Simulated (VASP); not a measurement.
Write the native input for VASP 6.6.1 that does the following.

```
Task                   : single point
Functional             : PBEsol
Potentials or basis    : VASP PAW PBE potentials, release 64 (W_sv, C)
Cutoff                 : 520 eV
k mesh                 : 21 × 21 × 18
Occupations            : gaussian, width 0.15 eV
Spin                   : no spin polarisation
Dipole correction      : no
Further INCAR settings : ALGO = Normal; EDIFF = 1e-06; NBANDS = 16
```

The structure of WC lies in POSCAR:

```
WC
1.0
    2.7294763531      0.0000000000      0.0000000000
   -1.3647381766      2.3637958608      0.0000000000
    0.0000000000      0.0000000000      3.1946291108
W C
1 1
Direct
    0.0000000000      0.0000000000      0.0000000000
    0.6666666667      0.3333333333      0.5000000000
```

This cell differs from its parent crystal: ratio of the length along z to the lengths across it x 1.2, volume and fractional coordinates fixed.

The input as run:

INCAR

```
SYSTEM = WC
ALGO = Normal
EDIFF = 1E-6
ENCUT = 520
GGA = PS
ISIF = 2
ISMEAR = 0
LASPH = .TRUE.
LCHARG = .FALSE.
LREAL = .FALSE.
LWAVE = .FALSE.
NBANDS = 16
NELM = 100
PREC = Accurate
SIGMA = 0.15
```

KPOINTS

```
k-points
0
G
  21 21 18
  0 0 0
```

Potentials or basis: VASP PAW PBE potentials, release 64 (W_sv, C).

Command:

```bash
$ cat potpaw_PBE.64/W_sv/POTCAR potpaw_PBE.64/C/POTCAR > POTCAR
$ mpirun -np 1 vasp_std > vasp.out
```

It gave:

| Quantity | Value |
| --- | --- |
| Pressure | 2.2 GPa |
| Band gap on the k mesh | zero (band 9 reaches 11.75 eV, above the bottom of band 10 at 10.64 eV) |

Caveat: the PAW data sets were made with another functional, which shifts forces and pressure a little; spin-orbit coupling is left out, which moves the levels of the heavy elements.

It took 86 s on 1 thread of Intel(R) Xeon(R) Platinum 8259CL CPU @ 2.50GHz (Skylake/Cascade Lake), with other jobs on the host, peak memory 0.26 GiB.
